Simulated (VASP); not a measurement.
# Zr (P-1) in VASP: single point with PBE

Aim: the single point of Zr with PBE.

Everything below comes from runs of VASP 6.6.1. Logs are shortened: lines on timing, memory, paths and dates and some standing lists are left out, and cuts for length are marked.

## 1. The cell of the first run

The typed cell holds 2 atoms: a = 3.241 Å, b = 3.296 Å, c = 5.174 Å, α = 90.82°, β = 92.27°, γ = 121.69°.

## 2. Single point, PBE (equal xy, yz and zx shear strains of -4 %)

INCAR

```
SYSTEM = Zr
PREC = Accurate
ENCUT = 520
EDIFF = 1E-7
ISMEAR = -1
SIGMA = 0.05
LREAL = .False.
LASPH = .True.
NELM = 80
ALGO = Normal
ISIF = 2
LWAVE = .False.
LCHARG = .False.
GGA = PE
NBANDS = 19
```

KPOINTS

```
Automatic mesh
0
Gamma
  12 12 7
  0 0 0
```

POSCAR

```
Zr
1.0
    3.2392314131     -0.0647846283     -0.0647846283
   -1.6757208404      2.8376490066     -0.0237128197
   -0.1034444000     -0.1034444000      5.1722200000
Zr
2
Direct
    0.3333333333      0.6666666667      0.2500000000
    0.6666666667      0.3333333333      0.7500000000
```

Potentials or basis: VASP PAW PBE potentials, release 64 (Zr_sv).

Launch:

```console
$ cat potpaw_PBE.64/Zr_sv/POTCAR > POTCAR
$ mpirun -np 1 vasp_std > vasp.out
```

OUTCAR:

```text
SYSTEM = Zr
   PREC = Accurate
   ENCUT = 520
   EDIFF = 1E-7
   ISMEAR = -1
   LREAL = .False.
   LASPH = .True.
   NELM = 80
   ISIF = 2
   GGA = PE

 ion  position               nearest neighbor table
   1  0.333  0.667  0.250-   2 3.09   2 3.13   2 3.19   2 3.23   2 3.25   2 3.26
   2  0.667  0.333  0.750-   1 3.09   1 3.13   1 3.19   1 3.23   1 3.25   1 3.26

  LATTYP: Found a triclinic cell.
 ALAT       =     3.1845209953
 B/A-ratio  =     1.0348749667
 C/A-ratio  =     1.6248247325
 COS(alpha) =     0.0142410740
 COS(beta)  =     0.0550019608
 COS(gamma) =     0.5002938189

  Lattice vectors:

 A1 = (  -1.5635105727,  -2.7728643783,   0.0884974480)
 A2 = (   1.6757208404,  -2.8376490066,   0.0237128197)
 A3 = (  -0.1034444000,  -0.1034444000,   5.1722200000)

Analysis of symmetry for initial positions (statically):
=====================================================================
 Subroutine PRICEL returns:
 Original cell was already a primitive cell.

 Routine SETGRP: Setting up the symmetry group for a
 triclinic supercell.

 Subroutine GETGRP returns: Found  2 space group operations
 (whereof  2 operations were pure point group operations)
 out of a pool of  2 trial point group operations.

The static configuration has the point symmetry S_2 .

Analysis of symmetry for dynamics (positions and initial velocities):
=====================================================================
 Subroutine PRICEL returns:
 Original cell was already a primitive cell.

 Routine SETGRP: Setting up the symmetry group for a
 triclinic supercell.

 Subroutine GETGRP returns: Found  2 space group operations
 (whereof  2 operations were pure point group operations)
 out of a pool of  2 trial point group operations.

The dynamic configuration has the point symmetry S_2 .

 Subroutine INISYM returns: Found  2 space group operations
 (whereof  2 operations are pure point group operations),
 and found     1 'primitive' translations

----------------------------------------------------------------------------------------

                                     Primitive cell

  volume of cell :      46.9422

  direct lattice vectors                    reciprocal lattice vectors
     3.239231413 -0.064784628 -0.064784628     0.312607884  0.184687885  0.009945915
    -1.675720840  2.837649007 -0.023712820     0.007280915  0.356764854  0.007280915
    -0.103444400 -0.103444400  5.172220000     0.003948950  0.003948950  0.193498535

  length of vectors
     3.240526847  3.295581059  5.174288474     0.363224758  0.356913413  0.193579109

  position of ions in fractional coordinates (direct lattice)
     0.333333333  0.666666667  0.250000000
     0.666666667  0.333333333  0.750000000

  ion indices of the primitive-cell ions
   primitive index   ion index
                 1           1
                 2           2

----------------------------------------------------------------------------------------

 KPOINTS: Automatic mesh

Automatic generation of k-mesh.
 Grid dimensions read from file:
 generate k-points for:   12   12    7

 Generating k-lattice:

  Cartesian coordinates                     Fractional coordinates (reciprocal lattice)
     0.026050657  0.015390657  0.000828826     0.083333333 -0.000000000  0.000000000
     0.000606743  0.029730404  0.000606743     0.000000000  0.083333333  0.000000000
     0.000564136  0.000564136  0.027642648     0.000000000  0.000000000  0.142857143

  Length of vectors
     0.030268730  0.029742784  0.027654158

  Shift w.r.t. Gamma in fractional coordinates (k-lattice)
     0.000000000  0.000000000  0.000000000

 Subroutine IBZKPT returns following result:
 ===========================================

 Found    506 irreducible k-points:

 Following reciprocal coordinates:
            Coordinates               Weight
  0.000000  0.000000  0.000000      1.000000
  0.083333 -0.000000  0.000000      2.000000
  0.166667 -0.000000  0.000000      2.000000
  0.250000 -0.000000 -0.000000      2.000000
  0.333333 -0.000000 -0.000000      2.000000
  0.416667 -0.000000  0.000000      2.000000
[... 16 lines left out ...]
  0.250000  0.166667 -0.000000      2.000000
  0.333333  0.166667 -0.000000      2.000000
 [... further k-points ...]
   k-points           NKPTS =    506   k-points in BZ     NKDIM =    506   number of bands    NBANDS=     19
   number of dos      NEDOS =    301   number of ions     NIONS =      2
   total plane-waves  NPLWV =  26880
   dimension x,y,z NGX =    24 NGY =   28 NGZ =   40
   dimension x,y,z NGXF=    48 NGYF=   56 NGZF=   80
   ions per type =               2
   NGX,Y,Z   is equivalent  to a cutoff of  12.31, 14.12, 12.85 a.u.
   NGXF,Y,Z  is equivalent  to a cutoff of  24.63, 28.25, 25.70 a.u.
 SYSTEM =  Zr
   PREC   = accura    normal or accurate (medium, high low for compatibility)
   ISTART =      0    job   : 0-new  1-cont  2-samecut
   ICHARG =      2    charge: 1-file 2-atom 10-const
   ISPIN  =      1    spin polarized calculation?
   LNONCOLLINEAR =      F non collinear calculations
   LSORBIT =      F    spin-orbit coupling
   LASPH  =      T    aspherical Exc in radial PAW
   ENCUT  =  520.0 eV  38.22 Ry    6.18 a.u.   6.03  6.13  9.62*2*pi/ulx,y,z
   NELM   =     80;   NELMIN=  2; NELMDL= -5     # of ELM steps
   EDIFF  = 0.1E-06   stopping-criterion for ELM
   LREAL  =      F    real-space projection
   EDIFFG = 0.1E-05   stopping-criterion for IOM
   NSW    =      0    number of steps for IOM
   IBRION =     -1    ionic relax: 0-MD 1-quasi-New 2-CG
   NFREE  =      0    steps in history (QN), initial steepest desc. (CG)
   ISIF   =      2    stress and relaxation
   ISYM   =      2    0-nonsym 1-usesym 2-fastsym
   POTIM  = 0.5000    time-step for ionic-motion
   TEBEG  =    0.0;   TEEND  =   0.0 temperature during run
   PSTRESS=    0.0 pullay stress
   NELECT =      24.0000    total number of electrons
   NUPDOWN=      -1.0000    fix difference up-down
   EMIN   =  10.00;   EMAX   =-10.00  energy-range for DOS
   EFERMI =   0.00;   METHOD = LEGACY
   ISMEAR =    -1;   SIGMA  =   0.05  broadening in eV -4-tet -1-fermi 0-gaus
   EFERMI_NEDOS =   21; number of points for ismear=-14 and -15
   IALGO  =     38    algorithm
   IMIX   =      4    mixing-type and parameters
     AMIX     =   0.40;   BMIX     =  1.00
     AMIX_MAG =   1.60;   BMIX_MAG =  1.00
  volume/ion in A,a.u.               =      23.47       158.39
  Fermi-wavevector in a.u.,A,eV,Ry     =   1.309054  2.473753 23.315244  1.713622
  Thomas-Fermi vector in A             =   2.439679
   LORBIT       =      0    0 simple, 1 ext, 2 COOP (PROOUT), +10 PAW based schemes
   GGA     = PE    functional components
   LHFCALC =     F    Hartree Fock is set to
   AEXX    =    0.0000 exact exchange contribution
   IVDW    =     0    specifies the selected vdW correction
   LEPSILON=     F    determine dielectric tensor
   LRPA    =     F    only Hartree local field effects (RPA)
 non-spin polarized calculation
  energy-cutoff  :      520.00
  volume of cell :       46.94
 maximum number of plane-waves:      1284
   NGX = 13   NGY = 13   NGZ = 19

 number of electron      24.0000000 magnetization

 Free energy of the ion-electron system (eV)
  ---------------------------------------------------
  ext. energy  EPLUGINS =         0.00000000
  ---------------------------------------------------
  free energy    TOTEN  =       -17.02195446 eV

  energy without entropy =      -17.00334441  energy(sigma->0) =      -17.01264943

 E-fermi :   8.8773     XC(G=0): -11.0438

 val. band max:        8.8772130581   @ k =   0.3333   0.3333   0.2857
 cond. band min:       8.8776124643   @ k =   0.4167   0.4167   0.4286
 fundamental gap:      0.0003994062
 Fermi energy:         8.8772711992

 k-point     1 :       0.0000    0.0000    0.0000
  band No.  band energies     occupation
      1     -39.9503      2.00000
      2     -39.7994      2.00000
      3     -18.4637      2.00000
      4     -17.6331      2.00000
      5     -17.5804      2.00000
      6     -17.4983      2.00000
[... 11 lines left out ...]
     18      11.2147      0.00000
     19      13.1870      0.00000

 k-point     2 :       0.0833   -0.0000    0.0000
  band No.  band energies     occupation
      1     -39.9419      2.00000
      2     -39.7957      2.00000
      3     -18.4418      2.00000
      4     -17.6532      2.00000
      5     -17.6266      2.00000
      6     -17.5189      2.00000
[... 11 lines left out ...]
     18      11.0435      0.00000
     19      13.3338      0.00000

 k-point     3 :       0.1667   -0.0000    0.0000
  band No.  band energies     occupation
      1     -39.9186      2.00000
      2     -39.7862      2.00000
      3     -18.3788      2.00000
      4     -17.7667      2.00000
      5     -17.6911      2.00000
      6     -17.6401      2.00000
[... 11 lines left out ...]
     18      10.9618      0.00000
     19      13.6058      0.00000

 k-point     4 :       0.2500   -0.0000   -0.0000
  band No.  band energies     occupation
      1     -39.8852      2.00000
      2     -39.7746      2.00000
      3     -18.2841      2.00000
      4     -17.9466      2.00000
      5     -17.8124      2.00000
      6     -17.7501      2.00000
[... 11 lines left out ...]
     18      11.7014      0.00000
     19      13.8409      0.00000

 k-point     5 :       0.3333   -0.0000   -0.0000
  band No.  band energies     occupation
      1     -39.8489      2.00000
      2     -39.7656      2.00000
      3     -18.1823      2.00000
      4     -18.1157      2.00000
      5     -17.9771      2.00000
      6     -17.8058      2.00000
[... 11 lines left out ...]
     18      12.6891      0.00000
     19      13.9897      0.00000
[... 334 lines left out ...]
      2     -39.7793      2.00000
      3     -18.3227      2.00000
      4     -17.8796      2.00000
      5     -17.7980      2.00000
      6     -17.6746      2.00000
[... 11 lines left out ...]
     18      11.6265      0.00000
     19      13.6896      0.00000

 k-point    22 :       0.1667    0.1667   -0.0000
  band No.  band energies     occupation
      1     -39.8685      2.00000
      2     -39.7701      2.00000
      3     -18.2324      2.00000
      4     -17.9860      2.00000
      5     -17.9697      2.00000
      6     -17.7260      2.00000
[... 11 lines left out ...]
     18      12.6246      0.00000
     19      13.7356      0.00000

 k-point    23 :       0.2500    0.1667   -0.0000
  band No.  band energies     occupation
      1     -39.8357      2.00000
      2     -39.7641      2.00000
      3     -18.1450      2.00000
      4     -18.1039      2.00000
      5     -18.0648      2.00000
      6     -17.8062      2.00000
[... 11 lines left out ...]
     18      13.7467      0.00000
     19      13.8378      0.00000

 k-point    24 :       0.3333    0.1667   -0.0000
  band No.  band energies     occupation
      1     -39.8078      2.00000
      2     -39.7649      2.00000
      3     -18.2308      2.00000
      4     -18.1007      2.00000
      5     -18.0130      2.00000
      6     -17.8859      2.00000
[... 11 lines left out ...]
     18      13.8000      0.00000
     19      14.9435      0.00000

 [... further k-points ...]
[... 5 lines left out ...]
  --------------------------------------------------------------------------------------
  -------------------------------------------------------------------------------------
  Total       -0.1356099     -0.1052431     -0.0503813      0.5690451      0.3380372      0.3478369
  in kB       -4.6284840     -3.5920384     -1.7195585     19.4220067     11.5375068     11.8719771
  external PRESSURE =      -3.3133603 kB  Pullay stress =       0.0000000 kB

 VOLUME and BASIS-vectors are now :
 -----------------------------------------------------------------------------
  energy-cutoff  :      520.00
  volume of cell :       46.94
      direct lattice vectors                 reciprocal lattice vectors
     3.239231413 -0.064784628 -0.064784628     0.312607884  0.184687885  0.009945915
    -1.675720840  2.837649007 -0.023712820     0.007280915  0.356764854  0.007280915
    -0.103444400 -0.103444400  5.172220000     0.003948950  0.003948950  0.193498535

 POSITION                                       TOTAL-FORCE (eV/Angst)
 -----------------------------------------------------------------------------------
     -0.06326      1.84431      1.25565         0.081293      0.006601      0.032003
      1.52333      0.82511      3.82807        -0.081293     -0.006601     -0.032003
 -----------------------------------------------------------------------------------
    total drift:                               -0.000000      0.000000     -0.000000

  FREE ENERGIE OF THE ION-ELECTRON SYSTEM (eV)
  ---------------------------------------------------
  free  energy   TOTEN  =       -17.0219544551 eV

  energy  without entropy=      -17.0033444148  energy(sigma->0) =      -17.01264943
```

Run time: 4 min. Hardware: 1 thread of Intel Xeon Platinum 8259CL at 2.50GHz (Skylake/Cascade Lake), shared host; peak memory 0.46 GiB.

Results:

```yaml
Free_energy: -17.0220 eV
Pressure: -0.3 GPa
Largest_force: 0.088 eV/Å
Band_gap_on_the_k_mesh: zero (bands 12 and 13 overlap by 1.24 eV)
```

Forces on the atoms (eV/Å):
```
Zr   0.081  0.007  0.032
Zr  -0.081 -0.007 -0.032
```

Stress tensor (GPa, compression positive):
```
-0.46  1.94  1.19
 1.94 -0.36  1.15
 1.19  1.15 -0.17
```

Caveat: the cell differs from its parent crystal (equal xy, yz and zx shear strains of -4 %).
